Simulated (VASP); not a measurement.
Set up this calculation in VASP 6.6.1, as the native input.

- Task: single point
- Functional: PBEsol
- Potentials or basis: VASP PAW PBE potentials, release 64 (Zn, S)
- Cutoff: 500 eV
- k mesh: 16 × 16 × 16
- Occupations: fermi-dirac, width 0.05 eV
- Spin: no spin polarisation
- Dipole correction: no
- Further INCAR settings: ALGO = Normal; EDIFF = 1e-06; NBANDS = 16

The structure of ZnS (rocksalt type) lies in POSCAR:

```
ZnS
1.0
    0.0000000000      2.0556995568      2.0556995568
    2.0556995568      0.0000000000      2.0556995568
    2.0556995568      2.0556995568      0.0000000000
Zn S
1 1
Direct
    0.0000000000      0.0000000000      0.0000000000
    0.5000000000      0.5000000000      0.5000000000
```

One way to write it, as run:

INCAR

```
PREC     = Accurate       # precision mode
ENCUT    = 500            # plane-wave cutoff, eV
EDIFF    = 1E-6           # SCF threshold, eV
ISMEAR   = -1             # smearing method
SIGMA    = 0.05           # smearing width, eV
LREAL    = F              # projectors in reciprocal space
LASPH    = T              # aspherical terms in the spheres
NELM     = 120            # most SCF steps
ALGO     = Normal         # electronic algorithm
ISIF     = 2              # what is computed and relaxed
LWAVE    = F              # write WAVECAR
LCHARG   = F              # write CHGCAR
GGA      = PS             # functional
NBANDS   = 16             # bands
GGA_COMPAT= F
```

KPOINTS

```
regular mesh
0
Gamma
  16 16 16
```

Potentials or basis: VASP PAW PBE potentials, release 64 (Zn, S).

Launch:

```console
$ cat potpaw_PBE.64/Zn/POTCAR potpaw_PBE.64/S/POTCAR > POTCAR
$ mpirun -np 1 vasp_std > vasp.out
```

Results of the run:

| Item | Value |
| --- | --- |
| Pressure | 226.5 GPa |
| Band gap on the k mesh | zero (bands 9 and 10 overlap by 0.76 eV) |

Caveat: the cell stands under pressure; semilocal functionals underestimate gaps, so a narrow gap can read as zero; the PAW data sets were made with another functional, which shifts forces and pressure a little.

Run time: 50 s on 1 thread of Intel(R) Xeon(R) Platinum 8375C CPU @ 2.90GHz (Ice Lake), on a shared host, peak memory 0.16 GiB.
